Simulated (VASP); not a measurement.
Input of a VASP 6.6.1 run:

The input INCAR:

```
SYSTEM = Al2O3
PREC = Accurate
ENCUT = 520
EDIFF = 1E-7
ISMEAR = -1
SIGMA = 0.05
LREAL = .FALSE.
LASPH = .TRUE.
NELM = 80
ALGO = Normal
ISIF = 2
LWAVE = .FALSE.
LCHARG = .TRUE.
GGA = PE
IVDW = 12
LELF = .TRUE.
LVHAR = .TRUE.
NBANDS = 35
```

Contents of KPOINTS:

```
Automatic mesh
0
G
  6 3 9
  0 0 0
```

Contents of POSCAR:

```
Al2O3
1.0
    4.5647534033      0.0000000000      0.0000000000
    0.0000000000      9.6054827401      0.0000000000
    0.0000000000      0.0000000000      3.0125972451
Al O
4 6
Direct
    1.1147041397      0.8337113444      0.0000000000
   -0.1147041397      0.1662886556      0.0000000000
    0.6147041397      0.6662886556      0.5000000000
    0.3852958603      0.3337113444      0.5000000000
    0.5000000000      0.5000000000      0.5000000000
    0.3066032972      0.7856151686      0.5000000000
    0.1933967028      0.2856151686      0.0000000000
    0.8066032972      0.7143848314      0.0000000000
    0.0000000000      0.0000000000      0.0000000000
    0.6933967028      0.2143848314      0.5000000000
```

Potentials or basis: VASP PAW PBE potentials, release 64 (Al, O).

The run is started by

```console
$ cat potpaw_PBE.64/Al/POTCAR potpaw_PBE.64/O/POTCAR > POTCAR
$ mpirun -np 1 vasp_std > vasp.out
```

**Question.** What does it give for the pressure?

**Answer.** 0.0 GPa.

**Question.** Estimate the largest force.

**Answer.** 0.026 eV/Å.

**Question.** What does it give for the dispersion energy per atom?

**Answer.** -0.148 eV.

Stress tensor (GPa, compression positive):
```
-0.11  0.00  0.00
 0.00  0.15  0.00
 0.00  0.00 -0.13
```
